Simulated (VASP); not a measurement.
## Cr: single point with LDA

Cr:

```xyz
1
Lattice="-1.3945 1.3945 1.3945 1.3945 -1.3945 1.3945 1.3945 1.3945 -1.3945" Properties=species:S:1:pos:R:3 pbc="T T T"
Cr    0.0000    0.0000    0.0000
```

* Program: VASP 6.6.1
* Task: single point
* Functional: LDA
* Potentials or basis: VASP PAW LDA potentials, release 64 (Cr_pv)
* Cutoff: 520 eV
* k mesh: 14 × 14 × 14
* Occupations: fermi-dirac, width 0.05 eV
* Spin: collinear spin, ferromagnetic start
* Starting moments: [3.0] μB
* Dipole correction: no
* Further INCAR settings: ALGO = Normal; EDIFF = 1e-07; NBANDS = 16

- Pressure: 0.1 GPa
- Band gap on the k mesh: zero (filled and empty bands overlap)
- Net moment: 0.00 μB per cell
- Valence electrons inside the program's atomic spheres: Cr 11.20

Levels at points of the mesh, in eV from the Fermi level:
Spin up:
| k point | band 3 | band 4 | band 5 | band 6 | band 7 | band 8 | band 9 | band 10 |
| --- | --- | --- | --- | --- | --- | --- | --- | --- |
| (0.00, 0.00, 0.00) | -42.32 | -8.08 | -1.08 | -1.08 | -1.08 | 1.09 | 1.09 | 5.30 |
| (0.50, 0.00, 0.00) | -42.33 | -4.84 | -2.78 | 1.13 | 1.31 | 1.48 | 3.05 | 5.30 |
| (0.50, 0.50, 0.50) | -43.10 | -4.83 | -4.83 | 2.62 | 2.62 | 2.62 | 5.30 | 11.13 |
Spin down:
```
           k point  band 4  band 5  band 6  band 7  band 8  band 9
(0.00, 0.00, 0.00)   -8.08   -1.08   -1.08   -1.08    1.09    1.09
(0.50, 0.00, 0.00)   -4.84   -2.78    1.13    1.31    1.48    3.05
(0.50, 0.50, 0.50)   -4.83   -4.83    2.62    2.62    2.62    5.30
```

Wall time 20 s on 1 thread of AMD EPYC 9R45 96-Core Processor (Zen 5), with other jobs on the host, peak memory 0.11 GiB.

Caveat: the starting moments collapsed, and a magnetic state may lie lower.
